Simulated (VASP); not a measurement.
Set up this calculation in VASP 6.6.1, as the native input.

- Task: single point
- Functional: LDA
- Potentials or basis: VASP PAW LDA potentials, release 64 (Zn)
- Cutoff: 520 eV
- k mesh: 12 × 12 × 12
- Occupations: fermi-dirac, width 0.05 eV
- Spin: no spin polarisation
- Dipole correction: no
- Further INCAR settings: ALGO = Normal; EDIFF = 1e-06; NBANDS = 12

The structure of Zn lies in POSCAR:

```
Zn
1.0
   -1.5896845915      1.5896845915      1.5896845915
    1.5896845915     -1.5896845915      1.5896845915
    1.5896845915      1.5896845915     -1.5896845915
Zn
1
Direct
    0.0000000000      0.0000000000      0.0000000000
```

This cell differs from its parent crystal: volume scaled by 1.04.

These files were run (other wordings do the same):

INCAR

```
SYSTEM = Zn
ALGO     = Normal         ! electronic algorithm
EDIFF    = 1E-6           ! SCF threshold, eV
ENCUT    = 520            ! plane-wave cutoff, eV
ISIF     = 2              ! what is computed and relaxed
ISMEAR   = -1             ! smearing method
LASPH    = .TRUE.         ! aspherical terms in the spheres
LCHARG   = .FALSE.        ! write CHGCAR
LREAL    = .FALSE.        ! projectors in reciprocal space
LWAVE    = .FALSE.        ! write WAVECAR
NBANDS   = 12             ! bands
NELM     = 60             ! most SCF steps
PREC     = Accurate       ! precision mode
SIGMA    = 0.05           ! smearing width, eV
```

KPOINTS

```
k-points
0
G
  12 12 12
  0 0 0
```

Potentials or basis: VASP PAW LDA potentials, release 64 (Zn).

The run is started by

```bash
$ cat potpaw_LDA.64/Zn/POTCAR > POTCAR
$ mpirun -np 1 vasp_std > vasp.out
```

Results of the run:

```yaml
Pressure: -9.4 GPa
Band_gap_on_the_k_mesh: zero (band 6 reaches 6.64 eV, above the bottom of band 7 at 1.45 eV)
```

Wall time 13 s on 1 thread of Intel Xeon 8259CL (shared host), peak memory 0.12 GiB.
